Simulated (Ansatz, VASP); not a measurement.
SiO2 in VASP and in Ansatz

POSCAR

```
SiO2
1.0
    5.0605222284      0.0000000000      0.0000000000
   -2.5302611142      4.3825408062      0.0000000000
    0.0000000000      0.0000000000      5.5413533100
Si O
3 6
Direct
    0.0000000000      0.5000000000      0.3333333333
    0.5000000000      0.5000000000      0.6666666667
    0.5000000000      0.0000000000      0.0000000000
    0.5827892600      0.7913946300      0.8333333333
    0.7913946300      0.5827892600      0.5000000000
    0.7913946300      0.2086053700      0.1666666667
    0.4172107400      0.2086053700      0.8333333333
    0.2086053700      0.4172107400      0.5000000000
    0.2086053700      0.7913946300      0.1666666667
```

File INCAR.step1:

```
PREC = Accurate ; ENCUT = 520
ISMEAR = 0 ; SIGMA = 0.02
LREAL = F ; LASPH = T
NELM = 60 ; NBANDS = 34
GGA = PE ; ALGO = Normal
EDIFF = 1E-4 ; LWAVE = T
LCHARG = F
```

The input INCAR.step2:

```
PREC = Accurate ; ENCUT = 520
EDIFF = 1E-6 ; ISMEAR = 0
SIGMA = 0.02 ; LREAL = F
LASPH = T ; NELM = 60
ALGO = Normal ; ISIF = 2
LWAVE = F ; LCHARG = F
METAGGA = R2SCAN ; LMIXTAU = T
NBANDS = 34 ; ISTART = 1
```

Contents of KPOINTS:

```
Automatic mesh
0
Gamma
  6 6 4
```

Input for Ansatz:

```yaml
crystal:
  lattice:
    - [5.0605222284, 0.0, 0.0]
    - [-2.5302611142, 4.3825408062, 0.0]
    - [0.0, 0.0, 5.54135331]
  atoms:
    - { symbol: Si, position: [0.0, 0.5, 0.3333333333] }
    - { symbol: Si, position: [0.5, 0.5, 0.6666666667] }
    - { symbol: Si, position: [0.5, 0.0, 0.0] }
    - { symbol: O, position: [0.58278926, 0.79139463, 0.8333333333] }
    - { symbol: O, position: [0.79139463, 0.58278926, 0.5] }
    - { symbol: O, position: [0.79139463, 0.20860537, 0.1666666667] }
    - { symbol: O, position: [0.41721074, 0.20860537, 0.8333333333] }
    - { symbol: O, position: [0.20860537, 0.41721074, 0.5] }
    - { symbol: O, position: [0.20860537, 0.79139463, 0.1666666667] }
basis:
  ecutwfc: 500
kpoints:
  mp_grid: { grid: [6, 6, 4] }
hamiltonian:
  xc: r2scan
scf:
  occupations: { method: gaussian, width: 0.02 }
output:
  forces: true
  stress: true
  eigenvalues: true
```

Alike in both runs: task single point; functional r2SCAN; k mesh 6 × 6 × 4; occupations gaussian, width 0.02 eV; no spin polarisation.

```csv
,VASP,Ansatz
version,VASP 6.6.1,Ansatz 0.2.0
potentials or method,"VASP PAW PBE potentials, release 64 (Si, O), cutoff 520 eV","scalar-relativistic, plane waves, PAW"
valence electrons in the cell,48,48
```

```tsv
	VASP	Ansatz	Ansatz less VASP
gap on the k mesh at the Fermi level (eV)	6.30	6.30	+0.003
least direct gap on the mesh (eV)	6.49	6.49	0.000
pressure (GPa)	0.3	0.1	-0.18
rms of the force components (eV/Å)	0.009	0.015	+0.0052
```

VASP's potentials were made for PBE, not for r2SCAN. Atom by atom the forces differ by 0.005 eV/Å (rms over components).
